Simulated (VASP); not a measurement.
# TiAlF (P4/mmm) in VASP: further runs, part 3 of 3

VASP 6.6.1.

### 4 Relaxation of cell and atoms, PBE

This run uses another cell than the first one, of 16.13 Å³/atom.

INCAR reads:

```
SYSTEM = TiAlF
PREC     = Accurate       ! precision mode
ENCUT    = 600            ! plane-wave cutoff, eV
EDIFF    = 1E-6           ! SCF threshold, eV
ISMEAR   = 0              ! smearing method
SIGMA    = 0.1            ! smearing width, eV
LREAL    = .False.        ! projectors in reciprocal space
LASPH    = .True.         ! aspherical terms in the spheres
NELM     = 100            ! most SCF steps
ALGO     = Normal         ! electronic algorithm
ISIF     = 3              ! what is computed and relaxed
LWAVE    = .False.        ! write WAVECAR
LCHARG   = .False.        ! write CHGCAR
GGA      = PE             ! functional
IBRION   = 2              ! ionic algorithm
NSW      = 100            ! ionic steps
EDIFFG   = -0.01          ! ionic threshold
```

KPOINTS reads:

```
Automatic mesh
0
Gamma
  16 16 8
  0 0 0
```

POSCAR reads:

```
TiAlF
1.0
    2.9704548702      0.0000000000      0.0000000000
    0.0000000000      2.9704548702      0.0000000000
    0.0000000000      0.0000000000      5.4849832887
Ti Al F
1 1 1
Direct
    0.5000000000      0.5000000000      0.0000000000
    0.5000000000      0.5000000000      0.5000000000
    0.0000000000      0.0000000000      0.0000000000
```

Potentials or basis: VASP PAW PBE potentials, release 64 (Ti_sv, Al, F).

Run with:

```
> cat potpaw_PBE.64/Ti_sv/POTCAR potpaw_PBE.64/Al/POTCAR potpaw_PBE.64/F/POTCAR > POTCAR
> mpirun -np 1 vasp_std > vasp.out
```

OUTCAR:

```text
SYSTEM = TiAlF
   PREC = Accurate
   ENCUT = 600
   EDIFF = 1E-6
   ISMEAR = 0
   LREAL = .False.
   LASPH = .True.
   NELM = 100
   ISIF = 3
   GGA = PE
   IBRION = 2
   NSW = 100
   EDIFFG = -0.01

 ion  position               nearest neighbor table
   1  0.500  0.500  0.000-   3 2.10   3 2.10   3 2.10   3 2.10   2 2.74   2 2.74
   2  0.500  0.500  0.500-   1 2.74   1 2.74
   3  0.000  0.000  0.000-   1 2.10   1 2.10   1 2.10   1 2.10

  LATTYP: Found a simple tetragonal cell.
 ALAT       =     2.9704548702
 C/A-ratio  =     1.8465129175

  Lattice vectors:

 A1 = (   2.9704548702,   0.0000000000,   0.0000000000)
 A2 = (   0.0000000000,   2.9704548702,   0.0000000000)
 A3 = (   0.0000000000,   0.0000000000,   5.4849832887)

Analysis of symmetry for initial positions (statically):
[... 310 lines left out ...]
      4     -27.5481      2.00000
      5     -21.0647      2.00000
      6      -2.0971      2.00000
      7      -2.0790      2.00000
      8      -2.0790      2.00000
      9      -1.0045      2.00000
     10       4.2683      2.00000
     11       5.5029      2.00000
     12       6.9887      0.00000
     13       7.3759      0.00000
     14       7.3759      0.00000
[... 401 lines left out ...]
      2     -28.2519      2.00000
      3     -27.7200      2.00000
      4     -27.5068      2.00000
      5     -20.4666      2.00000
      6      -3.9126      2.00000
      7      -3.1146      2.00000
      8      -1.9989      2.00000
      9       2.4383      2.00000
     10       4.2776      2.00000
     11       6.3440      0.70592
     12       6.7008      0.00000
     13       7.3497      0.00000
     14       8.1245      0.00000
     15       8.2571      0.00000

 [... further k-points ...]

------------------------ aborting loop because EDIFF is reached ----------------------------------------

  FORCE on cell =-STRESS in cart. coord.  units (eV):
  Direction    XX          YY          ZZ          XY          YZ          ZX
  --------------------------------------------------------------------------------------
  -------------------------------------------------------------------------------------
  Total       -0.0067946     -0.0067946     -0.0052305      0.0000000      0.0000000      0.0000000
  in kB       -0.2241932     -0.2241932     -0.1725840      0.0000000      0.0000000      0.0000000
  external PRESSURE =      -0.2069901 kB  Pullay stress =       0.0000000 kB
[... 18 lines left out ...]
  FREE ENERGIE OF THE ION-ELECTRON SYSTEM (eV)
  ---------------------------------------------------
  free  energy   TOTEN  =       -16.0960408236 eV

  energy  without entropy=      -16.0870154914  energy(sigma->0) =      -16.09152816

 reached required accuracy - stopping structural energy minimisation
```

OSZICAR:

```text
N       E                     dE             d eps       ncg     rms          rms(c)
DAV:   1     0.199749075424E+03    0.19975E+03   -0.12140E+04  6750   0.168E+03
DAV:   2     0.488946330628E+01   -0.19486E+03   -0.19238E+03  7424   0.419E+02
DAV:   3    -0.174142757358E+02   -0.22304E+02   -0.22054E+02 11863   0.124E+02
[... 32 lines left out ...]
DAV:   4    -0.160960313831E+02    0.32781E-04   -0.20320E-04  9296   0.153E-01    0.105E-02
DAV:   5    -0.160960362179E+02   -0.48348E-05   -0.44949E-05  9466   0.352E-02    0.117E-02
DAV:   6    -0.160960379371E+02   -0.17193E-05   -0.15506E-06  5934   0.955E-03    0.898E-03
DAV:   7    -0.160960408049E+02   -0.28677E-05   -0.10461E-05  9852   0.170E-02    0.249E-03
DAV:   8    -0.160960408236E+02   -0.18733E-07   -0.80848E-07  4521   0.607E-03
   4 F= -.16096041E+02 E0= -.16091528E+02  d E =-.282918E-04
```

CONTCAR:

```text
TiAlF
   1.00000000000000
     2.9648147137184444    0.0000000000000000    0.0000000000000000
     0.0000000000000000    2.9648147137184444    0.0000000000000000
     0.0000000000000000    0.0000000000000000    5.5240715108498160
  Ti              Al              F
     1     1     1
Direct
     0.5000000000000000    0.5000000000000000    0.0000000000000000
     0.5000000000000000    0.5000000000000000    0.5000000000000000
     0.0000000000000000    0.0000000000000000    0.0000000000000000

  0.00000000E+00  0.00000000E+00  0.00000000E+00
  0.00000000E+00  0.00000000E+00  0.00000000E+00
  0.00000000E+00  0.00000000E+00  0.00000000E+00
```

It took 4.5 min on 1 thread of Intel Xeon Platinum 8259CL at 2.50GHz (Skylake/Cascade Lake), shared host; peak memory 0.36 GiB.

Results:

| Item | Value |
| --- | --- |
| Free energy | -16.0960 eV |
| Relaxed volume | 16.19 Å³/atom |
| Relaxed cell | a = 2.965 Å, b = 2.965 Å, c = 5.524 Å, α = 90.00°, β = 90.00°, γ = 90.00° |
| Space group after relaxing (to 0.1 Å) | P4/mmm (No. 123) |
| Energy gained by relaxing | 0.6 meV/atom |
| Ionic steps | 4 |
| Pressure after relaxing | 0.0 GPa |
| Band gap on the k mesh | zero (bands 11 and 12 overlap by 0.67 eV) |

The path:
```tsv
step	energy change (eV)	largest force (eV/Å)	pressure (GPa)	volume (Å³)
1	0.0000	0.0000	0.10	48.40
2	-0.0018	0.0000	0.14	48.47
3	-0.0018	0.0000	0.13	48.47
4	-0.0018	0.0000	-0.02	48.56
```

Final structure:
```
Ti Al F
1.0
     2.96481    0.00000    0.00000
     0.00000    2.96481    0.00000
     0.00000    0.00000    5.52407
Ti Al F
1 1 1
Cartesian
  1.4824 1.4824 0.0000
  1.4824 1.4824 2.7620
  0.0000 0.0000 0.0000
```

### 5 Summary

| task | spin | cell | k mesh | cutoff (eV) | gap on the mesh (eV) | pressure (GPa) | relaxed volume (Å³/atom) |
| --- | --- | --- | --- | --- | --- | --- | --- |
| single point | off | a = 2.962, b = 2.962, c = 5.526 Å, 3 atoms | 16 × 16 × 8 | 520 | none | 0.1 | - |
| relaxation of cell and atoms | collinear | relaxed from a = 3.283, b = 3.283, c = 3.930 Å, 3 atoms | 6 × 6 × 4 | 600 | none | -0.2 | 15.73 |
| relaxation of cell and atoms | off | relaxed from a = 2.970, b = 2.970, c = 5.485 Å, 3 atoms | 16 × 16 × 8 | 600 | none | 0.0 | 16.19 |

Alike in all rows: level PBE; potentials or basis VASP PAW PBE potentials, release 64 (Ti_sv, Al, F); smearing gaussian 0.1 eV.

Caveats: some runs use coarse meshes; a cell axis changed by over 15 % at a fixed basis, so the end point is rough (at least some runs).

Total energies depend on the potentials used, so only differences within one code and one set of settings carry meaning.
